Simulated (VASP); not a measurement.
Write the native input for VASP 6.6.1 that does the following.

| Property | Result |
| --- | --- |
| Task | single point |
| Functional | PBE |
| Potentials or basis | VASP PAW PBE potentials, release 64 (Sr_sv, Ni) |
| Cutoff | 520 eV |
| k mesh | 10 × 10 × 10 |
| Occupations | gaussian, width 0.1 eV |
| Spin | no spin polarisation |
| Dipole correction | no |
| Further INCAR settings | ALGO = Fast; EDIFF = 1e-06; NBANDS = 28 |

The structure of Sr3Ni lies in POSCAR:

```
Sr3Ni
1.0
    5.2692990227      0.0000000000      0.0000000000
    0.0000000000      5.2692990227      0.0000000000
    0.0000000000      0.0000000000      5.2692990227
Sr Ni
3 1
Direct
    0.0000000000      0.5000000000      0.5000000000
    0.5000000000      0.0000000000      0.5000000000
    0.5000000000      0.5000000000      0.0000000000
    0.0000000000      0.0000000000      0.0000000000
```

These files were run (other wordings do the same):

INCAR

```
SYSTEM = Sr3Ni
PREC = Accurate
ENCUT = 520
EDIFF = 1E-6
ISMEAR = 0
SIGMA = 0.1
LREAL = .FALSE.
LASPH = .TRUE.
NELM = 80
ALGO = Fast
ISIF = 2
LWAVE = .FALSE.
LCHARG = .TRUE.
GGA = PE
LELF = .TRUE.
LVHAR = .TRUE.
NBANDS = 28
```

KPOINTS

```
Automatic mesh
0
G
  10 10 10
  0 0 0
```

Potentials or basis: VASP PAW PBE potentials, release 64 (Sr_sv, Ni).

Run with:

```bash
$ cat potpaw_PBE.64/Sr_sv/POTCAR potpaw_PBE.64/Ni/POTCAR > POTCAR
$ mpirun -np 1 vasp_std > vasp.out
```

It gave:

```json
{"Pressure": "0.1 GPa", "Band gap on the k mesh": "zero (bands 20 and 21 overlap by 1.13 eV)"}
```

It took 4.4 min on 1 thread of Intel(R) Xeon(R) 6975P-C (Granite Rapids) (shared host), peak memory 0.38 GiB.
